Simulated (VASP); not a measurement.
# Ir (P6_3/mmc) in VASP: notebook

Aim: see how the results for Ir move with the level of theory and the settings. Levels: r2SCAN, PBE0. Tasks: single point.

Everything below comes from runs of VASP 6.6.1. Logs are shortened: lines on timing, memory, paths and dates and some standing lists are left out, and cuts for length are marked.

### 1 The cell of the first run

The structure is hexagonal, space group P6_3/mmc (No. 194). The conventional cell has a = 2.733 Å, b = 2.733 Å, c = 4.432 Å, α = 90.00°, β = 90.00°, γ = 120.00°. Ir (site symmetry -6m2) has 12 Ir at 2.72 to 2.73 Å within 3.6 Å.

This isn't the form of Ir at room conditions, which is fcc.

### 2 Single point, r2SCAN

Input file POSCAR:

```
Ir
1.0
    2.7329117147      0.0000000000      0.0000000000
   -1.3664558574      2.3667709712      0.0000000000
    0.0000000000      0.0000000000      4.4323408426
Ir
2
Direct
    0.3333333333      0.6666666667      0.2500000000
    0.6666666667      0.3333333333      0.7500000000
```

Input file INCAR.step1:

```
SYSTEM = Ir
PREC     = Accurate       ! precision mode
ENCUT    = 620            ! plane-wave cutoff, eV
ISMEAR   = -1             ! smearing method
SIGMA    = 0.05           ! smearing width, eV
LREAL    = .FALSE.        ! projectors in reciprocal space
LASPH    = .TRUE.         ! aspherical terms in the spheres
NELM     = 120            ! most SCF steps
NBANDS   = 24             ! bands
GGA      = PE             ! functional
ALGO     = Normal         ! electronic algorithm
EDIFF    = 1E-5           ! SCF threshold, eV
LWAVE    = .TRUE.         ! write WAVECAR
LCHARG   = .FALSE.        ! write CHGCAR
GGA_COMPAT= .FALSE.
```

Input file INCAR.step2:

```
SYSTEM = Ir
PREC     = Accurate       ! precision mode
ENCUT    = 620            ! plane-wave cutoff, eV
EDIFF    = 1E-6           ! SCF threshold, eV
ISMEAR   = -1             ! smearing method
SIGMA    = 0.05           ! smearing width, eV
LREAL    = .FALSE.        ! projectors in reciprocal space
LASPH    = .TRUE.         ! aspherical terms in the spheres
NELM     = 120            ! most SCF steps
ALGO     = Normal         ! electronic algorithm
ISIF     = 2              ! what is computed and relaxed
LWAVE    = .FALSE.        ! write WAVECAR
LCHARG   = .FALSE.        ! write CHGCAR
METAGGA  = R2SCAN         ! meta-GGA
LMIXTAU  = .TRUE.       
NBANDS   = 24             ! bands
ISTART   = 1            
GGA_COMPAT= .FALSE.
```

Input file KPOINTS:

```
Automatic mesh
0
G
  11 11 6
  0 0 0
```

Potentials or basis: VASP PAW PBE potentials, release 64 (Ir_sv_GW).

On the command line:

```bash
> cat potpaw_PBE.64/Ir_sv_GW/POTCAR > POTCAR
> cp INCAR.step1 INCAR
> mpirun -np 1 vasp_std > vasp.out
> cp INCAR.step2 INCAR
> mpirun -np 1 vasp_std > vasp.out
```

OUTCAR:

```text
SYSTEM = Ir
   PREC = Accurate
   ENCUT = 620
   EDIFF = 1E-6
   ISMEAR = -1
   LREAL = .FALSE.
   LASPH = .TRUE.
   NELM = 120
   ISIF = 2
   METAGGA = R2SCAN
   ISTART = 1

 ion  position               nearest neighbor table
   1  0.333  0.667  0.250-   2 2.72   2 2.72   2 2.72   2 2.72   2 2.72   2 2.72
   2  0.667  0.333  0.750-   1 2.72   1 2.72   1 2.72   1 2.72   1 2.72   1 2.72

  LATTYP: Found a hexagonal cell.
 ALAT       =     2.7329117147
 C/A-ratio  =     1.6218382829

  Lattice vectors:

 A1 = (   2.7329117147,   0.0000000000,   0.0000000000)
 A2 = (  -1.3664558574,   2.3667709712,   0.0000000000)
 A3 = (   0.0000000000,   0.0000000000,   4.4323408426)

Analysis of symmetry for initial positions (statically):
=====================================================================
 Subroutine PRICEL returns:
 Original cell was already a primitive cell.

 Routine SETGRP: Setting up the symmetry group for a
 hexagonal supercell.

 Subroutine GETGRP returns: Found 24 space group operations
 (whereof 12 operations were pure point group operations)
 out of a pool of 24 trial point group operations.

The static configuration has the point symmetry D_3d.
 The point group associated with its full space group is D_6h.

Analysis of symmetry for dynamics (positions and initial velocities):
=====================================================================
 Subroutine PRICEL returns:
 Original cell was already a primitive cell.

 Routine SETGRP: Setting up the symmetry group for a
 hexagonal supercell.

 Subroutine GETGRP returns: Found 24 space group operations
 (whereof 12 operations were pure point group operations)
 out of a pool of 24 trial point group operations.

The dynamic configuration has the point symmetry D_3d.
 The point group associated with its full space group is D_6h.

 Subroutine INISYM returns: Found 24 space group operations
 (whereof 12 operations are pure point group operations),
 and found     1 'primitive' translations

----------------------------------------------------------------------------------------

                                     Primitive cell

  volume of cell :      28.6692

  direct lattice vectors                    reciprocal lattice vectors
     2.732911715  0.000000000  0.000000000     0.365910100  0.211258295  0.000000000
    -1.366455857  2.366770971  0.000000000     0.000000000  0.422516590  0.000000000
     0.000000000  0.000000000  4.432340843     0.000000000  0.000000000  0.225614418

  length of vectors
     2.732911715  2.732911715  4.432340843     0.422516590  0.422516590  0.225614418

  position of ions in fractional coordinates (direct lattice)
     0.333333333  0.666666667  0.250000000
     0.666666667  0.333333333  0.750000000

  ion indices of the primitive-cell ions
   primitive index   ion index
                 1           1
                 2           2

----------------------------------------------------------------------------------------

 KPOINTS: Automatic mesh

Automatic generation of k-mesh.
 Grid dimensions read from file:
 generate k-points for:   11   11    6

 Generating k-lattice:

  Cartesian coordinates                     Fractional coordinates (reciprocal lattice)
     0.033264555  0.019205300  0.000000000     0.090909091  0.000000000  0.000000000
     0.000000000  0.038410599  0.000000000     0.000000000  0.090909091  0.000000000
     0.000000000  0.000000000  0.037602403     0.000000000  0.000000000  0.166666667

  Length of vectors
     0.038410599  0.038410599  0.037602403

  Shift w.r.t. Gamma in fractional coordinates (k-lattice)
     0.000000000  0.000000000  0.000000000

 Subroutine IBZKPT returns following result:
 ===========================================

 Found     64 irreducible k-points:

 Following reciprocal coordinates:
            Coordinates               Weight
  0.000000  0.000000  0.000000      1.000000
  0.090909  0.000000  0.000000      6.000000
  0.181818  0.000000  0.000000      6.000000
  0.272727  0.000000  0.000000      6.000000
  0.363636  0.000000  0.000000      6.000000
  0.454545  0.000000  0.000000      6.000000
[... 16 lines left out ...]
  0.090909  0.090909  0.166667     12.000000
  0.181818  0.090909  0.166667     24.000000
 [... further k-points ...]
   k-points           NKPTS =     64   k-points in BZ     NKDIM =     64   number of bands    NBANDS=     24
   number of dos      NEDOS =    301   number of ions     NIONS =      2
   total plane-waves  NPLWV =  20736
   dimension x,y,z NGX =    24 NGY =   24 NGZ =   36
   dimension x,y,z NGXF=    48 NGYF=   48 NGZF=   72
   ions per type =               2
   NGX,Y,Z   is equivalent  to a cutoff of  14.60, 14.60, 13.50 a.u.
   NGXF,Y,Z  is equivalent  to a cutoff of  29.20, 29.20, 27.01 a.u.
 SYSTEM =  Ir
   PREC   = accura    normal or accurate (medium, high low for compatibility)
   ISTART =      1    job   : 0-new  1-cont  2-samecut
   ICHARG =      0    charge: 1-file 2-atom 10-const
   ISPIN  =      1    spin polarized calculation?
   LNONCOLLINEAR =      F non collinear calculations
   LSORBIT =      F    spin-orbit coupling
   LASPH  =      T    aspherical Exc in radial PAW
   ENCUT  =  620.0 eV  45.57 Ry    6.75 a.u.   5.55  5.55  9.00*2*pi/ulx,y,z
   NELM   =    120;   NELMIN=  2; NELMDL=  0     # of ELM steps
   EDIFF  = 0.1E-05   stopping-criterion for ELM
   LREAL  =      F    real-space projection
   EDIFFG = 0.1E-04   stopping-criterion for IOM
   NSW    =      0    number of steps for IOM
   IBRION =     -1    ionic relax: 0-MD 1-quasi-New 2-CG
   NFREE  =      0    steps in history (QN), initial steepest desc. (CG)
   ISIF   =      2    stress and relaxation
   ISYM   =      2    0-nonsym 1-usesym 2-fastsym
   POTIM  = 0.5000    time-step for ionic-motion
   TEBEG  =    0.0;   TEEND  =   0.0 temperature during run
   PSTRESS=    0.0 pullay stress
   NELECT =      34.0000    total number of electrons
   NUPDOWN=      -1.0000    fix difference up-down
   EMIN   =  10.00;   EMAX   =-10.00  energy-range for DOS
   EFERMI =   0.00;   METHOD = LEGACY
   ISMEAR =    -1;   SIGMA  =   0.05  broadening in eV -4-tet -1-fermi 0-gaus
   EFERMI_NEDOS =   21; number of points for ismear=-14 and -15
   IALGO  =     38    algorithm
   IMIX   =      4    mixing-type and parameters
     AMIX     =   0.40;   BMIX     =  1.00
     AMIX_MAG =   1.60;   BMIX_MAG =  1.00
  volume/ion in A,a.u.               =      14.33        96.73
  Fermi-wavevector in a.u.,A,eV,Ry     =   1.732857  3.274626 40.855500  3.002795
  Thomas-Fermi vector in A             =   2.806954
   LORBIT       =      0    0 simple, 1 ext, 2 COOP (PROOUT), +10 PAW based schemes
   METAGGA = R2SCAN    functional components
   LHFCALC =     F    Hartree Fock is set to
   AEXX    =    0.0000 exact exchange contribution
   IVDW    =     0    specifies the selected vdW correction
   LEPSILON=     F    determine dielectric tensor
   LRPA    =     F    only Hartree local field effects (RPA)
 non-spin polarized calculation
  energy-cutoff  :      620.00
  volume of cell :       28.67
 maximum number of plane-waves:      1038
 NGX is ok and might be reduce to    24
   NGX = 11   NGY = 11   NGZ = 17

 number of electron      34.0000000 magnetization

 Free energy of the ion-electron system (eV)
  ---------------------------------------------------
  ext. energy  EPLUGINS =         0.00000000
  ---------------------------------------------------
  free energy    TOTEN  =      -105.61828052 eV

  energy without entropy =     -105.59381081  energy(sigma->0) =     -105.60604566

 E-fermi :  12.5197     XC(G=0): -15.8101

 val. band max:       12.5051671416   @ k =   0.3636   0.1818   0.1667
 cond. band min:      12.5262017939   @ k =   0.2727   0.0909   0.3333
 fundamental gap:      0.0210346522
 Fermi energy:        12.5197269436

 k-point     1 :       0.0000    0.0000    0.0000
  band No.  band energies     occupation
      1     -82.5963      2.00000
      2     -82.5232      2.00000
      3     -39.2357      2.00000
      4     -38.5192      2.00000
      5     -38.5192      2.00000
      6     -38.4141      2.00000
[... 16 lines left out ...]
     23      28.9820      0.00000
     24      30.0823      0.00000

 k-point     2 :       0.0909    0.0000    0.0000
  band No.  band energies     occupation
      1     -82.5916      2.00000
      2     -82.5214      2.00000
      3     -39.2150      2.00000
      4     -38.5677      2.00000
      5     -38.5348      2.00000
      6     -38.4510      2.00000
[... 16 lines left out ...]
     23      29.4044      0.00000
     24      30.6065      0.00000

 k-point     3 :       0.1818    0.0000    0.0000
  band No.  band energies     occupation
      1     -82.5781      2.00000
      2     -82.5158      2.00000
      3     -39.1562      2.00000
      4     -38.6967      2.00000
      5     -38.5826      2.00000
      6     -38.5755      2.00000
[... 16 lines left out ...]
     23      29.8559      0.00000
     24      30.7602      0.00000

 k-point     4 :       0.2727    0.0000    0.0000
  band No.  band energies     occupation
      1     -82.5595      2.00000
      2     -82.5088      2.00000
      3     -39.0692      2.00000
      4     -38.8652      2.00000
      5     -38.7501      2.00000
      6     -38.6267      2.00000
[... 16 lines left out ...]
     23      28.3587      0.00000
     24      28.4240      0.00000

 k-point     5 :       0.3636    0.0000    0.0000
  band No.  band energies     occupation
      1     -82.5411      2.00000
      2     -82.5038      2.00000
      3     -39.0198      2.00000
      4     -38.9717      2.00000
      5     -38.8993      2.00000
      6     -38.6723      2.00000
[... 451 lines left out ...]
 k-point    22 :       0.4545    0.0000    0.1667
  band No.  band energies     occupation
      1     -82.5268      2.00000
      2     -82.5045      2.00000
      3     -39.1464      2.00000
      4     -39.0260      2.00000
      5     -38.8304      2.00000
      6     -38.6863      2.00000
[... 16 lines left out ...]
     23      25.3193      0.00000
     24      25.9744      0.00000

 k-point    23 :       0.0909    0.0909    0.1667
  band No.  band energies     occupation
      1     -82.5780      2.00000
      2     -82.5218      2.00000
      3     -39.1335      2.00000
      4     -38.6336      2.00000
      5     -38.5998      2.00000
      6     -38.5429      2.00000
[... 16 lines left out ...]
     23      30.0674      0.00000
     24      30.3162      0.00000

 k-point    24 :       0.1818    0.0909    0.1667
  band No.  band energies     occupation
      1     -82.5626      2.00000
      2     -82.5147      2.00000
      3     -39.0806      2.00000
      4     -38.7637      2.00000
      5     -38.7306      2.00000
      6     -38.5983      2.00000
[... 16 lines left out ...]
     23      28.3713      0.00000
     24      29.5357      0.00000

 [... further k-points ...]

------------------------ aborting loop because EDIFF is reached ----------------------------------------

  FORCE on cell =-STRESS in cart. coord.  units (eV):
  Direction    XX          YY          ZZ          XY          YZ          ZX
  --------------------------------------------------------------------------------------
  -------------------------------------------------------------------------------------
  Total       -0.4362485     -0.4362485     -0.5159448      0.0000000      0.0000000      0.0000000
  in kB      -24.3797654    -24.3797654    -28.8335979      0.0000000      0.0000000      0.0000000
  external PRESSURE =     -25.8643762 kB  Pullay stress =       0.0000000 kB

 VOLUME and BASIS-vectors are now :
 -----------------------------------------------------------------------------
  energy-cutoff  :      620.00
  volume of cell :       28.67
      direct lattice vectors                 reciprocal lattice vectors
     2.732911715  0.000000000  0.000000000     0.365910100  0.211258295  0.000000000
    -1.366455857  2.366770971  0.000000000     0.000000000  0.422516590  0.000000000
     0.000000000  0.000000000  4.432340843     0.000000000  0.000000000  0.225614418

 POSITION                                       TOTAL-FORCE (eV/Angst)
 -----------------------------------------------------------------------------------
     -0.00000      1.57785      1.10809         0.000000     -0.000000      0.000000
      1.36646      0.78892      3.32426        -0.000000      0.000000      0.000000
 -----------------------------------------------------------------------------------
    total drift:                               -0.000001      0.000000     -0.000000

  FREE ENERGIE OF THE ION-ELECTRON SYSTEM (eV)
  ---------------------------------------------------
  free  energy   TOTEN  =      -105.6182805158 eV

  energy  without entropy=     -105.5938108090  energy(sigma->0) =     -105.60604566
```

It took 4.4 min on 1 thread of Intel Xeon Platinum 8259CL at 2.50GHz (Skylake/Cascade Lake), shared host; peak memory 0.2 GiB.

Results:

- Free energy: -105.6183 eV
- Pressure: -2.6 GPa
- Band gap on the k mesh: zero (bands 17 and 18 overlap by 3.29 eV)

Stress tensor (GPa, compression positive):
```
-2.44  0.00  0.00
 0.00 -2.44  0.00
 0.00  0.00 -2.88
```

Caveat: the PAW data sets were made with another functional, which shifts forces and pressure a little; spin-orbit coupling is left out, which moves the levels of the heavy elements.

(Continued in part 2 of 2.)

The gap in the log of VASP goes by the Fermi energy; the results here count the filled bands.